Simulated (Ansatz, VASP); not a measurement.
# One calculation of TiN, two programs

INCAR

```
ALGO     = Normal         # electronic algorithm
EDIFF    = 1E-8           # SCF threshold, eV
ENCUT    = 520            # plane-wave cutoff, eV
GGA      = PS             # functional
GGA_COMPAT= F            
ISIF     = 2              # what is computed and relaxed
ISMEAR   = -1             # smearing method
LASPH    = T              # aspherical terms in the spheres
LCHARG   = F              # write CHGCAR
LEFG     = T            
LREAL    = F              # projectors in reciprocal space
LWAVE    = F              # write WAVECAR
NBANDS   = 16             # bands
NELM     = 120            # most SCF steps
PREC     = Accurate       # precision mode
SIGMA    = 0.05           # smearing width, eV
```

File KPOINTS:

```
k-points
0
Gamma
  13 13 13
```

Contents of POSCAR:

```
TiN
1.0
    0.0000000000      2.0933208087      2.0933208087
    2.0933208087      0.0000000000      2.0933208087
    2.0933208087      2.0933208087      0.0000000000
Ti N
1 1
Direct
    0.0000000000      0.0000000000      0.0000000000
    0.5000000000      0.5000000000      0.5000000000
```

Input for Ansatz:

```yaml
crystal:
  lattice:
    - [0.0, 2.0933208087, 2.0933208087]
    - [2.0933208087, 0.0, 2.0933208087]
    - [2.0933208087, 2.0933208087, 0.0]
  atoms:
    - { symbol: Ti, position: [0.0, 0.0, 0.0] }
    - { symbol: "N", position: [0.5, 0.5, 0.5] }
kpoints:
  mp_grid: { grid: [13, 13, 13] }
scf:
  occupations: { method: fermi_dirac, width: 0.05 }
hamiltonian:
  xc: pbesol
  pseudopotentials: { kind: paw }
output:
  forces: true
  stress: true
  eigenvalues: true
  efg: { contact_densities: true }
  write_density: true
  write_potential: true
  elf: true
  volumetric_format: npy
```

Change from the starting cell: volume scaled by 0.96, PAW files.

Alike in both runs: task electric field gradients; functional PBEsol; k mesh 13 × 13 × 13; occupations fermi-dirac, width 0.05 eV; no spin polarisation.

|  | VASP | Ansatz |
| --- | --- | --- |
| version | VASP 6.6.1 | Ansatz 0.2.0 |
| potentials or method | VASP PAW PBE potentials, release 64 (Ti_sv, N) | PAW with Ansatz's default frozen-core files, scalar-relativistic |
| plane-wave cutoff (eV) | 520 | 420 |
| valence electrons in the cell | 17 | 17 |

Ansatz gave:

```
pressure (GPa) : 3.8
```

Question: Estimate VASP's values.

Answer: Pressure (GPa): 4.3.

VASP's potentials were made for PBE, not for PBEsol. The functional is the same, so the differences come from potentials, cutoffs and numerics.
